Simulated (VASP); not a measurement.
# GaN (F-43m) in VASP: a series of runs

GaN is run at these levels: LDA; tasks: single point, relaxation of cell and atoms.

Everything below comes from runs of VASP 6.6.1. Logs are shortened: lines on timing, memory, paths and dates and some standing lists are left out, and cuts for length are marked.

### Step 1. The cell of the first run

Symmetry: F-43m, No. 216, cubic system. The conventional cell has a = 4.455 Å, b = 4.455 Å, c = 4.455 Å, α = 90.00°, β = 90.00°, γ = 90.00°. Ga (site symmetry -43m) has 4 N at 1.93 Å within 2.6 Å. Within 2.6 Å of N (site symmetry -43m) lie 4 Ga at 1.93 Å.

### Step 2. Single point, LDA

File INCAR:

```
PREC     = Accurate       # precision mode
ENCUT    = 520            # plane-wave cutoff, eV
EDIFF    = 1E-6           # SCF threshold, eV
ISMEAR   = 0              # smearing method
SIGMA    = 0.02           # smearing width, eV
LREAL    = False          # projectors in reciprocal space
LASPH    = True           # aspherical terms in the spheres
NELM     = 60             # most SCF steps
ALGO     = Normal         # electronic algorithm
ISIF     = 2              # what is computed and relaxed
LWAVE    = False          # write WAVECAR
LCHARG   = True           # write CHGCAR
LELF     = True           # ELF
LVHAR    = True         
NBANDS   = 16             # bands
```

File KPOINTS:

```
regular mesh
0
Gamma
  10 10 10
```

File POSCAR:

```
GaN
1.0
    0.0000000000      2.2277008293      2.2277008293
    2.2277008293      0.0000000000      2.2277008293
    2.2277008293      2.2277008293      0.0000000000
Ga N
1 1
Direct
    0.0000000000      0.0000000000      0.0000000000
    0.7500000000      0.7500000000      0.7500000000
```

Potentials or basis: VASP PAW LDA potentials, release 64 (Ga_d, N).

On the command line:

```
> cat potpaw_LDA.64/Ga_d/POTCAR potpaw_LDA.64/N/POTCAR > POTCAR
> mpirun -np 1 vasp_std > vasp.out
```

OUTCAR:

```text
PREC = Accurate
   ENCUT = 520
   EDIFF = 1E-6
   ISMEAR = 0
   LREAL = False
   LASPH = True
   NELM = 60
   ISIF = 2

 ion  position               nearest neighbor table
   1  0.000  0.000  0.000-   2 1.93   2 1.93   2 1.93   2 1.93
   2  0.750  0.750  0.750-   1 1.93   1 1.93   1 1.93   1 1.93

  LATTYP: Found a face centered cubic cell.
 ALAT       =     4.4554016586

  Lattice vectors:

 A1 = (   0.0000000000,   2.2277008293,   2.2277008293)
 A2 = (   2.2277008293,   0.0000000000,   2.2277008293)
 A3 = (   2.2277008293,   2.2277008293,   0.0000000000)

Analysis of symmetry for initial positions (statically):
=====================================================================
 Subroutine PRICEL returns:
 Original cell was already a primitive cell.

 Routine SETGRP: Setting up the symmetry group for a
 face centered cubic supercell.

 Subroutine GETGRP returns: Found 24 space group operations
 (whereof 24 operations were pure point group operations)
 out of a pool of 48 trial point group operations.

The static configuration has the point symmetry T_d .

Analysis of symmetry for dynamics (positions and initial velocities):
=====================================================================
 Subroutine PRICEL returns:
 Original cell was already a primitive cell.

 Routine SETGRP: Setting up the symmetry group for a
 face centered cubic supercell.

 Subroutine GETGRP returns: Found 24 space group operations
 (whereof 24 operations were pure point group operations)
 out of a pool of 48 trial point group operations.

The dynamic configuration has the point symmetry T_d .

 Subroutine INISYM returns: Found 24 space group operations
 (whereof 24 operations are pure point group operations),
 and found     1 'primitive' translations

----------------------------------------------------------------------------------------

                                     Primitive cell

  volume of cell :      22.1106

  direct lattice vectors                    reciprocal lattice vectors
     0.000000000  2.227700829  2.227700829    -0.224446655  0.224446655  0.224446655
     2.227700829  0.000000000  2.227700829     0.224446655 -0.224446655  0.224446655
     2.227700829  2.227700829  0.000000000     0.224446655  0.224446655 -0.224446655

  length of vectors
     3.150444726  3.150444726  3.150444726     0.388753010  0.388753010  0.388753010

  position of ions in fractional coordinates (direct lattice)
     0.000000000  0.000000000  0.000000000
     0.750000000  0.750000000  0.750000000

  ion indices of the primitive-cell ions
   primitive index   ion index
                 1           1
                 2           2

----------------------------------------------------------------------------------------

 KPOINTS: regular mesh

Automatic generation of k-mesh.
 Grid dimensions read from file:
 generate k-points for:   10   10   10

 Generating k-lattice:

  Cartesian coordinates                     Fractional coordinates (reciprocal lattice)
    -0.022444666  0.022444666  0.022444666     0.100000000  0.000000000  0.000000000
     0.022444666 -0.022444666  0.022444666     0.000000000  0.100000000  0.000000000
     0.022444666  0.022444666 -0.022444666     0.000000000  0.000000000  0.100000000

  Length of vectors
     0.038875301  0.038875301  0.038875301

  Shift w.r.t. Gamma in fractional coordinates (k-lattice)
     0.000000000  0.000000000  0.000000000

 Subroutine IBZKPT returns following result:
 ===========================================

 Found     47 irreducible k-points:

 Following reciprocal coordinates:
            Coordinates               Weight
  0.000000  0.000000  0.000000      1.000000
  0.100000  0.000000  0.000000      8.000000
  0.200000  0.000000  0.000000      8.000000
  0.300000  0.000000  0.000000      8.000000
  0.400000  0.000000  0.000000      8.000000
  0.500000  0.000000  0.000000      4.000000
[... 16 lines left out ...]
  0.300000  0.300000  0.000000      6.000000
  0.400000  0.300000  0.000000     24.000000
 [... further k-points ...]
   k-points           NKPTS =     47   k-points in BZ     NKDIM =     47   number of bands    NBANDS=     16
   number of dos      NEDOS =    301   number of ions     NIONS =      2
   total plane-waves  NPLWV =  13824
   dimension x,y,z NGX =    24 NGY =   24 NGZ =   24
   dimension x,y,z NGXF=    48 NGYF=   48 NGZF=   48
   ions per type =               1   1
   NGX,Y,Z   is equivalent  to a cutoff of  12.66, 12.66, 12.66 a.u.
   NGXF,Y,Z  is equivalent  to a cutoff of  25.33, 25.33, 25.33 a.u.
 SYSTEM =  unknown system
   PREC   = accura    normal or accurate (medium, high low for compatibility)
   ISTART =      0    job   : 0-new  1-cont  2-samecut
   ICHARG =      2    charge: 1-file 2-atom 10-const
   ISPIN  =      1    spin polarized calculation?
   LNONCOLLINEAR =      F non collinear calculations
   LSORBIT =      F    spin-orbit coupling
   LASPH  =      T    aspherical Exc in radial PAW
   ENCUT  =  520.0 eV  38.22 Ry    6.18 a.u.   5.86  5.86  5.86*2*pi/ulx,y,z
   NELM   =     60;   NELMIN=  2; NELMDL= -5     # of ELM steps
   EDIFF  = 0.1E-05   stopping-criterion for ELM
   LREAL  =      F    real-space projection
   EDIFFG = 0.1E-04   stopping-criterion for IOM
   NSW    =      0    number of steps for IOM
   IBRION =     -1    ionic relax: 0-MD 1-quasi-New 2-CG
   NFREE  =      0    steps in history (QN), initial steepest desc. (CG)
   ISIF   =      2    stress and relaxation
   ISYM   =      2    0-nonsym 1-usesym 2-fastsym
   POTIM  = 0.5000    time-step for ionic-motion
   TEBEG  =    0.0;   TEEND  =   0.0 temperature during run
   PSTRESS=    0.0 pullay stress
   NELECT =      18.0000    total number of electrons
   NUPDOWN=      -1.0000    fix difference up-down
   EMIN   =  10.00;   EMAX   =-10.00  energy-range for DOS
   EFERMI =   0.00;   METHOD = LEGACY
   ISMEAR =     0;   SIGMA  =   0.02  broadening in eV -4-tet -1-fermi 0-gaus
   EFERMI_NEDOS =   21; number of points for ismear=-14 and -15
   IALGO  =     38    algorithm
   IMIX   =      4    mixing-type and parameters
     AMIX     =   0.40;   BMIX     =  1.00
     AMIX_MAG =   1.60;   BMIX_MAG =  1.00
  volume/ion in A,a.u.               =      11.06        74.60
  Fermi-wavevector in a.u.,A,eV,Ry     =   1.528617  2.888668 31.792341  2.336671
  Thomas-Fermi vector in A             =   2.636351
   LORBIT       =      0    0 simple, 1 ext, 2 COOP (PROOUT), +10 PAW based schemes
   GGA     = CA    functional components
   LHFCALC =     F    Hartree Fock is set to
   AEXX    =    0.0000 exact exchange contribution
   IVDW    =     0    specifies the selected vdW correction
   LEPSILON=     F    determine dielectric tensor
   LRPA    =     F    only Hartree local field effects (RPA)
 non-spin polarized calculation
 Gauss-broadening in eV      SIGMA  =   0.02
  energy-cutoff  :      520.00
  volume of cell :       22.11
 maximum number of plane-waves:       610
   NGX = 11   NGY = 11   NGZ = 11

 number of electron      18.0000015 magnetization

 Free energy of the ion-electron system (eV)
  ---------------------------------------------------
  ext. energy  EPLUGINS =         0.00000000
  ---------------------------------------------------
  free energy    TOTEN  =       -13.94379212 eV

  energy without entropy =      -13.94379212  energy(sigma->0) =      -13.94379212

 E-fermi :   5.6254     XC(G=0): -12.3037

 val. band max:        5.4192781126   @ k =   0.0000   0.0000   0.0000
 cond. band min:       7.3913214762   @ k =   0.0000   0.0000   0.0000
 fundamental gap:      1.9720433637
 Fermi energy:         5.6254300252

 k-point     1 :       0.0000    0.0000    0.0000
  band No.  band energies     occupation
      1     -10.6885      2.00000
      2      -8.1711      2.00000
      3      -8.1711      2.00000
      4      -8.1711      2.00000
      5      -7.8169      2.00000
      6      -7.8169      2.00000
[... 8 lines left out ...]
     15      24.3619      0.00000
     16      24.3619      0.00000

 k-point     2 :       0.1000    0.0000    0.0000
  band No.  band energies     occupation
      1     -10.5687      2.00000
      2      -8.1561      2.00000
      3      -8.1561      2.00000
      4      -8.1332      2.00000
      5      -7.8184      2.00000
      6      -7.8184      2.00000
[... 8 lines left out ...]
     15      23.0800      0.00000
     16      23.0800      0.00000

 k-point     3 :       0.2000    0.0000    0.0000
  band No.  band energies     occupation
      1     -10.2669      2.00000
      2      -8.1213      2.00000
      3      -8.1213      2.00000
      4      -7.9673      2.00000
      5      -7.8173      2.00000
      6      -7.8173      2.00000
[... 8 lines left out ...]
     15      22.3048      0.00000
     16      22.3048      0.00000

 k-point     4 :       0.3000    0.0000    0.0000
  band No.  band energies     occupation
      1      -9.9491      2.00000
      2      -8.0904      2.00000
      3      -8.0904      2.00000
      4      -7.8023      2.00000
      5      -7.8023      2.00000
      6      -7.5419      2.00000
[... 8 lines left out ...]
     15      22.8133      0.00000
     16      22.8133      0.00000

 k-point     5 :       0.4000    0.0000    0.0000
  band No.  band energies     occupation
      1      -9.7648      2.00000
      2      -8.0773      2.00000
      3      -8.0773      2.00000
      4      -7.7774      2.00000
      5      -7.7774      2.00000
      6      -6.8595      2.00000
[... 8 lines left out ...]
     15      24.2579      0.00000
     16      24.2579      0.00000

 k-point     6 :       0.5000    0.0000    0.0000
  band No.  band energies     occupation
      1      -9.7132      2.00000
      2      -8.0750      2.00000
      3      -8.0750      2.00000
      4      -7.7648      2.00000
      5      -7.7648      2.00000
      6      -6.4379      2.00000
[... 8 lines left out ...]
     15      25.2913      0.00000
     16      25.2913      0.00000
[... 267 lines left out ...]
 k-point    21 :      -0.3000    0.2000    0.0000
  band No.  band energies     occupation
      1      -9.6905      2.00000
      2      -8.0658      2.00000
      3      -8.0155      2.00000
      4      -7.8250      2.00000
      5      -7.8239      2.00000
      6      -6.7201      2.00000
[... 8 lines left out ...]
     15      22.8788      0.00000
     16      26.2922      0.00000

 k-point    22 :      -0.2000    0.2000    0.0000
  band No.  band energies     occupation
      1      -9.8516      2.00000
      2      -8.0737      2.00000
      3      -8.0560      2.00000
      4      -7.8424      2.00000
      5      -7.8361      2.00000
      6      -7.3458      2.00000
[... 8 lines left out ...]
     15      22.9179      0.00000
     16      26.2102      0.00000

 k-point    23 :       0.3000    0.3000    0.0000
  band No.  band energies     occupation
      1      -9.7602      2.00000
      2      -8.0183      2.00000
      3      -7.9613      2.00000
      4      -7.9613      2.00000
      5      -7.7612      2.00000
      6      -7.3300      2.00000
[... 8 lines left out ...]
     15      27.7314      0.00000
     16      28.3190      0.00000

 k-point    24 :       0.4000    0.3000    0.0000
  band No.  band energies     occupation
      1      -9.6406      2.00000
      2      -8.0367      2.00000
      3      -7.9240      2.00000
      4      -7.9227      2.00000
      5      -7.7500      2.00000
      6      -6.8253      2.00000
[... 8 lines left out ...]
     15      28.1210      0.00000
     16      28.1549      0.00000

 [... further k-points ...]
[... 5 lines left out ...]
  --------------------------------------------------------------------------------------
  -------------------------------------------------------------------------------------
  Total        0.1548302      0.1548302      0.1548302      0.0000000      0.0000000      0.0000000
  in kB       11.2192940     11.2192940     11.2192940      0.0000000      0.0000000      0.0000000
  external PRESSURE =      11.2192940 kB  Pullay stress =       0.0000000 kB

 VOLUME and BASIS-vectors are now :
 -----------------------------------------------------------------------------
  energy-cutoff  :      520.00
  volume of cell :       22.11
      direct lattice vectors                 reciprocal lattice vectors
     0.000000000  2.227700829  2.227700829    -0.224446655  0.224446655  0.224446655
     2.227700829  0.000000000  2.227700829     0.224446655 -0.224446655  0.224446655
     2.227700829  2.227700829  0.000000000     0.224446655  0.224446655 -0.224446655

 POSITION                                       TOTAL-FORCE (eV/Angst)
 -----------------------------------------------------------------------------------
      0.00000      0.00000      0.00000        -0.000000     -0.000000     -0.000000
      3.34155      3.34155      3.34155         0.000000      0.000000      0.000000
 -----------------------------------------------------------------------------------
    total drift:                               -0.000002     -0.000002     -0.000002

  FREE ENERGIE OF THE ION-ELECTRON SYSTEM (eV)
  ---------------------------------------------------
  free  energy   TOTEN  =       -13.9437921183 eV

  energy  without entropy=      -13.9437921183  energy(sigma->0) =      -13.94379212
```

Wall time 7.9 s (1 thread of Intel Xeon Platinum 8559C (Emerald Rapids), shared host); peak memory 0.13 GiB.

What came out:

| Property | Result |
| --- | --- |
| Free energy | -13.9438 eV |
| Pressure | 1.1 GPa |
| Band gap on the k mesh | 1.97 eV, direct |

(Continued in part 2 of 2.)
